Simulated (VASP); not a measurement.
A run of VASP 6.6.1:

Contents of INCAR:

```
SYSTEM = WS2
PREC     = Accurate       ! precision mode
ENCUT    = 520            ! plane-wave cutoff, eV
EDIFF    = 1E-6           ! SCF threshold, eV
ISMEAR   = 0              ! smearing method
SIGMA    = 0.05           ! smearing width, eV
LREAL    = .FALSE.        ! projectors in reciprocal space
LASPH    = .TRUE.         ! aspherical terms in the spheres
NELM     = 100            ! most SCF steps
ALGO     = Normal         ! electronic algorithm
ISIF     = 2              ! what is computed and relaxed
LWAVE    = .FALSE.        ! write WAVECAR
LCHARG   = .FALSE.        ! write CHGCAR
GGA      = PE             ! functional
IVDW     = 12             ! dispersion correction
NBANDS   = 35             ! bands
```

File KPOINTS:

```
Automatic mesh
0
G
  12 12 4
  0 0 0
```

The input POSCAR:

```
WS2
1.0
    3.1542061832      0.0000000000      0.0000000000
   -1.5771030916      2.7316226834      0.0000000000
    0.0000000000      0.0000000000     12.1399091344
W S
2 4
Direct
    0.3150291948      0.6300583896      0.2500000000
    0.6849708052      0.3699416104      0.7500000000
    0.3514204499      0.7028408999      0.6202874207
    0.6485795501      0.2971591001      0.1202874207
    0.3514204499      0.7028408999      0.8797125793
    0.6485795501      0.2971591001      0.3797125793
```

Potentials or basis: VASP PAW PBE potentials, release 64 (W_sv, S).

Launch:

```console
$ cat potpaw_PBE.64/W_sv/POTCAR potpaw_PBE.64/S/POTCAR > POTCAR
$ mpirun -np 1 vasp_std > vasp.out
```

Hardware: 1 thread of Intel(R) Xeon(R) Platinum 8488C (Sapphire Rapids) (shared host).

Task: How long does it take, and how much memory?

Result: Wall time 5.4 min on 1 thread of Intel(R) Xeon(R) Platinum 8488C (Sapphire Rapids) (shared host), peak memory 0.48 GiB. Counts: scf iterations 16, k points 129.
